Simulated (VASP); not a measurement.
Al3GaAs4: relaxation of cell and atoms with PBE

The system is Al3GaAs4.

```
Al Ga As
1.0
     5.73145    0.00000    0.00000
     0.00000    5.73145    0.00000
     0.00000    0.00000    5.73145
Al Ga As
3 1 4
Direct
  0.50000 0.50000 0.00000
  0.50000 0.00000 0.50000
  0.00000 0.50000 0.50000
  0.00000 0.00000 0.00000
  0.74912 0.74912 0.25088
  0.74912 0.25088 0.74912
  0.25088 0.74912 0.74912
  0.25088 0.25088 0.25088
```

```yaml
Program: VASP 6.6.1
Task: relaxation of cell and atoms
Functional: PBE
Potentials_or_basis: VASP PAW PBE potentials, release 64 (Al, Ga_d, As)
Cutoff: 600 eV
k_mesh: 6 × 6 × 6
Occupations: gaussian, width 0.02 eV
Spin: no spin polarisation
Dipole_correction: no
Further_INCAR_settings: ALGO = Normal; EDIFF = 1e-07; IBRION = 2; EDIFFG = -0.005; NSW = 100; ISIF = 3
```

```json
{"Relaxed volume": "23.61 Å³/atom", "Relaxed cell": "a = 5.737 Å, b = 5.737 Å, c = 5.737 Å, α = 90.00°, β = 90.00°, γ = 90.00°", "Space group after relaxing (to 0.1 Å)": "P-43m (No. 215)", "Energy gained by relaxing": "0.0 meV/atom", "Ionic steps": "3", "Pressure after relaxing": "0.0 GPa", "Band gap on the k mesh": "1.02 eV (least direct gap 1.15 eV)"}
```

Forces in eV/Å, atoms in the order of the input:
```
Al   0.000  0.000  0.000
Al   0.000  0.000  0.000
Al   0.000  0.000  0.000
Ga   0.000  0.000  0.000
As  -0.002 -0.002  0.002
As  -0.002  0.002 -0.002
As   0.002 -0.002 -0.002
As   0.002  0.002  0.002
```

The path:
```
step  energy change (eV)  largest force (eV/Å)  pressure (GPa)  volume (Å³)
   1              0.0000                0.0034            0.21       188.28
   2             -0.0003                0.0029           -0.09       189.13
   3             -0.0004                0.0030            0.00       188.87
```

Final structure:
```
Al Ga As
1.0
     5.73748    0.00000    0.00000
     0.00000    5.73748    0.00000
     0.00000    0.00000    5.73748
Al Ga As
3 1 4
Direct
  0.50000 0.50000 0.00000
  0.50000 0.00000 0.50000
  0.00000 0.50000 0.50000
  0.00000 0.00000 0.00000
  0.74910 0.74910 0.25090
  0.74910 0.25090 0.74910
  0.25090 0.74910 0.74910
  0.25090 0.25090 0.25090
```

Levels at points of the mesh, in eV from the valence-band top:
| k point | band 19 | band 20 | band 21 | band 22 | band 23 | band 24 |
| --- | --- | --- | --- | --- | --- | --- |
| (0.00, 0.00, 0.00) | 0.00 | 0.00 | 0.00 | 1.15 | 1.54 | 1.54 |
| (0.50, 0.00, 0.00) | -1.39 | -1.30 | -1.30 | 2.30 | 2.54 | 3.44 |
| (0.50, 0.50, 0.00) | -0.90 | -0.90 | -0.90 | 2.80 | 3.23 | 3.23 |
| (0.50, 0.50, 0.50) | -0.79 | -0.79 | -0.79 | 1.02 | 1.97 | 1.97 |

Wall time 2 min on 1 thread of AMD EPYC 9R45 96-Core Processor (Zen 5) (shared host), peak memory 0.38 GiB.

A k mesh can miss the band edges.
